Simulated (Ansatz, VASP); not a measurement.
# One calculation of InAs, two programs

Contents of INCAR:

```
PREC     = Accurate       # precision mode
ENCUT    = 500            # plane-wave cutoff, eV
EDIFF    = 1E-6           # SCF threshold, eV
ISMEAR   = -1             # smearing method
SIGMA    = 0.08           # smearing width, eV
LREAL    = False          # projectors in reciprocal space
LASPH    = True           # aspherical terms in the spheres
NELM     = 120            # most SCF steps
ALGO     = Normal         # electronic algorithm
ISIF     = 2              # what is computed and relaxed
LWAVE    = False          # write WAVECAR
LCHARG   = True           # write CHGCAR
GGA      = PE             # functional
LELF     = True           # ELF
LVHAR    = True         
NBANDS   = 16             # bands
GGA_COMPAT= False
```

The input KPOINTS:

```
regular mesh
0
Gamma
  10 10 10
```

The input POSCAR:

```
InAs
1.0
    0.0000000000      3.0440270737      3.0440270737
    3.0440270737      0.0000000000      3.0440270737
    3.0440270737      3.0440270737      0.0000000000
In As
1 1
Direct
    0.0000000000      0.0000000000      0.0000000000
    0.7500000000      0.7500000000      0.7500000000
```

Input for Ansatz:

```yaml
crystal:
  lattice:
    - [0.0, 3.0440270737, 3.0440270737]
    - [3.0440270737, 0.0, 3.0440270737]
    - [3.0440270737, 3.0440270737, 0.0]
  atoms:
    - { symbol: In, position: [0.0, 0.0, 0.0] }
    - { symbol: As, position: [0.75, 0.75, 0.75] }
kpoints:
  mp_grid: { grid: [10, 10, 10] }
scf:
  occupations: { method: fermi_dirac, width: 0.08 }
hamiltonian:
  xc: pbe
  pseudopotentials: { kind: all_electron, lapw: { basis_error: 0.0005 } }
output:
  forces: true
  stress: true
  eigenvalues: true
```

Change from the starting cell: volume scaled by 1.02.

Alike in both runs: task single point; functional PBE; k mesh 10 × 10 × 10; occupations fermi-dirac, width 0.08 eV; no spin polarisation.

```csv
,VASP,Ansatz
version,VASP 6.6.1,Ansatz 0.2.0
potentials or method,"VASP PAW PBE potentials, release 64 (In_d, As), cutoff 500 eV","all-electron LAPW, scalar-relativistic"
```

Ansatz gave:

```
pressure (GPa) : 2.6
```

Question: Which values does VASP return?

Answer: Pressure (GPa): 2.7.

Ansatz ran all-electron here, and VASP with PAW potentials.
